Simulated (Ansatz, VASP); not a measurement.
## Mo in VASP and in Ansatz

```
Mo
1.0
     2.59873    0.00000    0.00000
    -1.29937    2.25057    0.00000
     0.00000    0.00000    2.55518
Mo
1
Cartesian
  0.0000 0.0000 1.2776
```

Change from the starting cell: strain -0.0500 x Voigt [1, 1, 0, 0, 0, 0], atoms carried along.

Alike in both runs: task single point; functional LDA; k mesh 18 × 18 × 18; occupations gaussian, width 0.15 eV; no spin polarisation.

|  | VASP | Ansatz |
| --- | --- | --- |
| version | VASP 6.6.1 | Ansatz 0.2.0 |
| potentials or method | VASP PAW LDA potentials, release 64 (Mo_sv), cutoff 520 eV | scalar-relativistic, plane waves, PAW |
| valence electrons in the cell | 14 | 14 |

Ansatz gave:

* gap on the k mesh at the Fermi level (eV): none
* pressure (GPa): 19.3
* traceless stress, the component that is largest in VASP (GPa): -21.20

Task: Estimate VASP's values.

Result: gap on the k mesh at the Fermi level (eV): none; pressure (GPa): 20.6; traceless stress, the component that is largest in VASP (GPa): -21.22.

LDA's correlation is that of Perdew and Zunger in VASP and of Perdew and Wang (1992) in Ansatz. A gap of «none» marks a metal or a gap that the smearing closes.
